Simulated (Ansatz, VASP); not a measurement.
## HPbNO4: VASP beside Ansatz

```xyz
7
Lattice="3.8540 0.1438 0.0901 -0.2532 5.5270 0.1647 -0.4820 -1.9272 5.7203" Properties=species:S:1:pos:R:3 pbc="T T T"
H    -0.0083    2.5983    3.2335
Pb    2.1473    2.6778    1.0046
N     2.8237    3.6046    5.7249
O    -0.4057   -0.9417    5.0623
O     2.7256   -0.0852    0.8025
O    -0.5912    2.3982    5.1009
O     0.1280    2.5704    2.2622
```

Alike in both runs: task single point; functional PBE; k mesh 4 × 2 × 2; occupations fermi-dirac, width 0.05 eV; no spin polarisation.

```csv
,VASP,Ansatz
version,VASP 6.6.1,Ansatz 0.2.0
potentials or method,"VASP PAW PBE potentials, release 64 (H, Pb_d, N, O), cutoff 520 eV","all-electron LAPW, scalar-relativistic"
```

```csv
,VASP,Ansatz,Ansatz less VASP
gap on the k mesh at the Fermi level (eV),3.11,3.14,+0.029
least direct gap on the mesh (eV),3.17,3.21,+0.032
pressure (GPa),0.6,0.0,-0.58
"traceless stress, the component that is largest in VASP (GPa)",0.50,0.14,-0.358
rms of the force components (eV/Å),0.143,0.034,-0.1093
```

Atom by atom the forces differ by 0.167 eV/Å (rms over components). One of these differences is far larger than is usual between the two programs; its cause wasn't traced. Ansatz ran all-electron here, and VASP with PAW potentials.

The k mesh is coarse, so the values compare programs but aren't converged. Neither program's run includes spin-orbit coupling. Noted on VASP's run: the standard files for N, O and F lose accuracy on very short bonds.
